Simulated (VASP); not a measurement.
# C3O (Pm-3n) in VASP: single point with PBE+D3(BJ)

Aim: the single point of C3O with PBE+D3(BJ).

Everything below comes from runs of VASP 6.6.1. Logs are shortened: lines on timing, memory, paths and dates and some standing lists are left out, and cuts for length are marked.

## 1. The cell of the first run

Symmetry: Pm-3n, No. 223, cubic system. Conventional cell: a = 4.069 Å, b = 4.069 Å, c = 4.069 Å, α = 90.00°, β = 90.00°, γ = 90.00°. Within 2.7 Å of C (site symmetry -4m2) lie 10 C at 2.03 to 2.49 Å and 4 O at 2.27 Å. Within 3.0 Å of O (site symmetry m-3) lie 12 C at 2.27 Å.

The cell was generated, and may not be a known phase.

## 2. Single point, PBE+D3(BJ), collinear spin, ferromagnetic start

File INCAR:

```
SYSTEM = C3O
PREC = Accurate ; ENCUT = 520
EDIFF = 1E-6 ; ISMEAR = 0
SIGMA = 0.1 ; LREAL = .False.
LASPH = .True. ; NELM = 150
ALGO = Normal ; ISIF = 2
LWAVE = .False. ; LCHARG = .False.
ISPIN = 2 ; MAGMOM = 1 1 1 1 1 1 1 1
LORBIT = 11 ; GGA = PE
IVDW = 12 ; NBANDS = 32
```

File KPOINTS:

```
Automatic mesh
0
Gamma
  4 4 4
  0 0 0
```

File POSCAR:

```
C3O
1.0
    4.0687319724      0.0000000000      0.0000000000
    0.0000000000      4.0687319724      0.0000000000
    0.0000000000      0.0000000000      4.0687319724
C O
6 2
Direct
    0.0000000000      0.7500000000      0.5000000000
    0.0000000000      0.2500000000      0.5000000000
    0.7500000000      0.5000000000      0.0000000000
    0.2500000000      0.5000000000      0.0000000000
    0.5000000000      0.0000000000      0.7500000000
    0.5000000000      0.0000000000      0.2500000000
    0.0000000000      0.0000000000      0.0000000000
    0.5000000000      0.5000000000      0.5000000000
```

Potentials or basis: VASP PAW PBE potentials, release 64 (C, O).

On the command line:

```bash
> cat potpaw_PBE.64/C/POTCAR potpaw_PBE.64/O/POTCAR > POTCAR
> mpirun -np 1 vasp_std > vasp.out
```

OUTCAR:

```text
SYSTEM = C3O
   PREC = Accurate
   ENCUT = 520
   EDIFF = 1E-6
   ISMEAR = 0
   LREAL = .False.
   LASPH = .True.
   NELM = 150
   ISIF = 2
   ISPIN = 2
   LORBIT = 11
   GGA = PE
   IVDW = 12
 IVDW          = 12

 ion  position               nearest neighbor table
   1  0.000  0.750  0.500-   2 2.03   2 2.03
   2  0.000  0.250  0.500-   1 2.03   1 2.03
   3  0.750  0.500  0.000-   4 2.03   4 2.03
   4  0.250  0.500  0.000-   3 2.03   3 2.03
   5  0.500  0.000  0.750-   6 2.03   6 2.03
   6  0.500  0.000  0.250-   5 2.03   5 2.03
   7  0.000  0.000  0.000-
   8  0.500  0.500  0.500-

  LATTYP: Found a simple cubic cell.
 ALAT       =     4.0687319724

  Lattice vectors:

 A1 = (   4.0687319724,   0.0000000000,   0.0000000000)
 A2 = (   0.0000000000,   4.0687319724,   0.0000000000)
 A3 = (   0.0000000000,   0.0000000000,   4.0687319724)

Analysis of symmetry for initial positions (statically):
=====================================================================
 Subroutine PRICEL returns:
 Original cell was already a primitive cell.

 Routine SETGRP: Setting up the symmetry group for a
 simple cubic supercell.

 Subroutine GETGRP returns: Found 48 space group operations
 (whereof 24 operations were pure point group operations)
 out of a pool of 48 trial point group operations.

The static configuration has the point symmetry T_h .
 The point group associated with its full space group is O_h .

Analysis of symmetry for dynamics (positions and initial velocities):
=====================================================================
 Subroutine PRICEL returns:
 Original cell was already a primitive cell.

 Routine SETGRP: Setting up the symmetry group for a
 simple cubic supercell.

 Subroutine GETGRP returns: Found 48 space group operations
 (whereof 24 operations were pure point group operations)
 out of a pool of 48 trial point group operations.

The dynamic configuration has the point symmetry T_h .
 The point group associated with its full space group is O_h .

Analysis of structural, dynamic, and magnetic symmetry:
=====================================================================
 Subroutine PRICEL returns:
 Original cell was already a primitive cell.

 Routine SETGRP: Setting up the symmetry group for a
 simple cubic supercell.

 Subroutine GETGRP returns: Found 48 space group operations
 (whereof 24 operations were pure point group operations)
 out of a pool of 48 trial point group operations.

The overall configuration has the point symmetry T_h .
 The point group associated with its full space group is O_h .

 Subroutine INISYM returns: Found 48 space group operations
 (whereof 24 operations are pure point group operations),
 and found     1 'primitive' translations

----------------------------------------------------------------------------------------

                                     Primitive cell

  volume of cell :      67.3561

  direct lattice vectors                    reciprocal lattice vectors
     4.068731972  0.000000000  0.000000000     0.245776819  0.000000000  0.000000000
     0.000000000  4.068731972  0.000000000     0.000000000  0.245776819  0.000000000
     0.000000000  0.000000000  4.068731972     0.000000000  0.000000000  0.245776819

  length of vectors
     4.068731972  4.068731972  4.068731972     0.245776819  0.245776819  0.245776819

  position of ions in fractional coordinates (direct lattice)
     0.000000000  0.750000000  0.500000000
     0.000000000  0.250000000  0.500000000
     0.750000000  0.500000000  0.000000000
     0.250000000  0.500000000  0.000000000
     0.500000000  0.000000000  0.750000000
     0.500000000  0.000000000  0.250000000
     0.000000000  0.000000000  0.000000000
     0.500000000  0.500000000  0.500000000

  ion indices of the primitive-cell ions
   primitive index   ion index
                 1           1
                 2           2
                 3           3
                 4           4
                 5           5
[... 43 lines left out ...]
   number of dos      NEDOS =    301   number of ions     NIONS =      8
   total plane-waves  NPLWV =  27000
   dimension x,y,z NGX =    30 NGY =   30 NGZ =   30
   dimension x,y,z NGXF=    60 NGYF=   60 NGZF=   60
   ions per type =               6   2
   NGX,Y,Z   is equivalent  to a cutoff of  12.26, 12.26, 12.26 a.u.
   NGXF,Y,Z  is equivalent  to a cutoff of  24.52, 24.52, 24.52 a.u.
 SYSTEM =  C3O
   PREC   = accura    normal or accurate (medium, high low for compatibility)
   ISTART =      0    job   : 0-new  1-cont  2-samecut
   ICHARG =      2    charge: 1-file 2-atom 10-const
   ISPIN  =      2    spin polarized calculation?
   LNONCOLLINEAR =      F non collinear calculations
   LSORBIT =      F    spin-orbit coupling
   LASPH  =      T    aspherical Exc in radial PAW
   ENCUT  =  520.0 eV  38.22 Ry    6.18 a.u.   7.57  7.57  7.57*2*pi/ulx,y,z
   NELM   =    150;   NELMIN=  2; NELMDL= -5     # of ELM steps
   EDIFF  = 0.1E-05   stopping-criterion for ELM
   LREAL  =      F    real-space projection
   EDIFFG = 0.1E-04   stopping-criterion for IOM
   NSW    =      0    number of steps for IOM
   IBRION =     -1    ionic relax: 0-MD 1-quasi-New 2-CG
   NFREE  =      0    steps in history (QN), initial steepest desc. (CG)
   ISIF   =      2    stress and relaxation
   ISYM   =      2    0-nonsym 1-usesym 2-fastsym
   POTIM  = 0.5000    time-step for ionic-motion
   TEBEG  =    0.0;   TEEND  =   0.0 temperature during run
   PSTRESS=    0.0 pullay stress
   NELECT =      36.0000    total number of electrons
   NUPDOWN=      -1.0000    fix difference up-down
   EMIN   =  10.00;   EMAX   =-10.00  energy-range for DOS
   EFERMI =   0.00;   METHOD = LEGACY
   ISMEAR =     0;   SIGMA  =   0.10  broadening in eV -4-tet -1-fermi 0-gaus
   EFERMI_NEDOS =   21; number of points for ismear=-14 and -15
   IALGO  =     38    algorithm
   IMIX   =      4    mixing-type and parameters
     AMIX     =   0.40;   BMIX     =  1.00
     AMIX_MAG =   1.60;   BMIX_MAG =  1.00
  volume/ion in A,a.u.               =       8.42        56.82
  Fermi-wavevector in a.u.,A,eV,Ry     =   1.328566  2.510626 24.015488  1.765089
  Thomas-Fermi vector in A             =   2.457794
   LORBIT       =     11    0 simple, 1 ext, 2 COOP (PROOUT), +10 PAW based schemes
   GGA     = PE    functional components
   LHFCALC =     F    Hartree Fock is set to
   AEXX    =    0.0000 exact exchange contribution
   IVDW    =    12    specifies the selected vdW correction
   LEPSILON=     F    determine dielectric tensor
   LRPA    =     F    only Hartree local field effects (RPA)
 spin polarized calculation
 Gauss-broadening in eV      SIGMA  =   0.10
  energy-cutoff  :      520.00
  volume of cell :       67.36
 maximum number of plane-waves:      1856
   NGX = 15   NGY = 15   NGZ = 15

 number of electron      35.9999985 magnetization       0.0070217

 number of electron      35.9999985 magnetization      -0.0004359

 Free energy of the ion-electron system (eV)
  ---------------------------------------------------
  ext. energy  EPLUGINS =         0.00000000
  ---------------------------------------------------
  free energy    TOTEN  =       -33.65346723 eV

  energy without entropy =      -33.64559710  energy(sigma->0) =      -33.64953216

 E-fermi :   4.9180     XC(G=0): -11.9441

 val. band max:        4.8738483089   @ k =   0.0000   0.0000   0.0000
 cond. band min:       5.0953580528   @ k =   0.5000   0.2500   0.0000
 fundamental gap:      0.2215097439
 Fermi energy:         4.9179596179

 spin component 1

 k-point     1 :       0.0000    0.0000    0.0000
  band No.  band energies     occupation
      1     -14.5629      1.00000
      2     -13.0010      1.00000
      3      -7.1425      1.00000
      4      -5.2957      1.00000
      5      -5.2957      1.00000
      6      -3.5678      1.00000
[... 319 lines left out ...]
     29       7.3684      0.00000
     30       7.3684      0.00000
 Fermi energy:         4.9179596179

 spin component 2

 k-point     1 :       0.0000    0.0000    0.0000
  band No.  band energies     occupation
      1     -14.5629      1.00000
      2     -13.0010      1.00000
      3      -7.1426      1.00000
      4      -5.2958      1.00000
      5      -5.2958      1.00000
      6      -3.5679      1.00000
[... 319 lines left out ...]
     29       7.3683      0.00000
     30       7.3683      0.00000
 [bands above 30 left out]

------------------------ aborting loop because EDIFF is reached ----------------------------------------

 Edisp (eV)   -1.75393

 E8    (eV) :    -0.4859

  FORCE on cell =-STRESS in cart. coord.  units (eV):
  Direction    XX          YY          ZZ          XY          YZ          ZX
  --------------------------------------------------------------------------------------
  -------------------------------------------------------------------------------------
  Total      -0.17025    -0.17025    -0.17025    -0.00000     0.00000     0.00000
  in kB      -4.04963    -4.04963    -4.04963    -0.00000     0.00000     0.00000
  external pressure =       -4.05 kB  Pullay stress =        0.00 kB

 VOLUME and BASIS-vectors are now :
 -----------------------------------------------------------------------------
  energy-cutoff  :      520.00
  volume of cell :       67.36
      direct lattice vectors                 reciprocal lattice vectors
     4.068731972  0.000000000  0.000000000     0.245776819  0.000000000  0.000000000
     0.000000000  4.068731972  0.000000000     0.000000000  0.245776819  0.000000000
     0.000000000  0.000000000  4.068731972     0.000000000  0.000000000  0.245776819

 POSITION                                       TOTAL-FORCE (eV/Angst)
 -----------------------------------------------------------------------------------
      0.00000      3.05155      2.03437         0.000000     -0.000000      0.000000
      0.00000      1.01718      2.03437        -0.000000     -0.000000     -0.000000
      3.05155      2.03437      0.00000        -0.000000      0.000000     -0.000000
      1.01718      2.03437      0.00000         0.000000     -0.000000      0.000000
      2.03437      0.00000      3.05155         0.000000      0.000000      0.000000
      2.03437      0.00000      1.01718         0.000000      0.000000     -0.000000
      0.00000      0.00000      0.00000        -0.000000     -0.000000     -0.000000
      2.03437      2.03437      2.03437        -0.000000     -0.000000     -0.000000
 -----------------------------------------------------------------------------------
    total drift:                                0.000000      0.000000      0.000000

  FREE ENERGIE OF THE ION-ELECTRON SYSTEM (eV)
  ---------------------------------------------------
  free  energy   TOTEN  =       -35.4074005774 eV

  energy  without entropy=      -35.3995304389  energy(sigma->0) =      -35.40346551

 total charge

# of ion       s       p       d       tot
------------------------------------------
    1        1.093   0.898   0.000   1.991
    2        1.093   0.898   0.000   1.991
    3        1.093   0.898   0.000   1.991
    4        1.093   0.898   0.000   1.991
    5        1.093   0.898   0.000   1.991
    6        1.093   0.898   0.000   1.991
    7        1.651   3.085   0.000   4.736
    8        1.651   3.085   0.000   4.736
--------------------------------------------------
tot          9.859  11.557   0.000  21.416

 magnetization (x)

# of ion       s       p       d       tot
------------------------------------------
    1        0.000  -0.000   0.000  -0.000
    2        0.000  -0.000   0.000  -0.000
    3        0.000  -0.000   0.000  -0.000
    4        0.000  -0.000   0.000  -0.000
    5        0.000  -0.000   0.000  -0.000
    6        0.000  -0.000   0.000  -0.000
    7        0.000   0.000   0.000   0.000
    8        0.000   0.000   0.000   0.000
--------------------------------------------------
tot          0.000  -0.000   0.000  -0.000
```

It took 43 s on 1 thread of Intel Xeon Platinum 8259CL at 2.50GHz (Skylake/Cascade Lake), shared host; peak memory 0.2 GiB.

What came out:

```
Free energy                                           : -35.4074 eV
Pressure                                              : -0.4 GPa
Band gap on the k mesh                                : zero (filled and empty bands overlap)
Net moment                                            : 0.00 μB per cell
Valence electrons inside the program's atomic spheres : C 1.99; O 4.74
Dispersion energy per atom                            : -0.219 eV
```

Caveat: the k points lie up to 0.39 Å⁻¹ apart, too coarse for converged energies and pressures of a metal.

The gap in the log of VASP goes by the Fermi energy; the results here count the filled bands.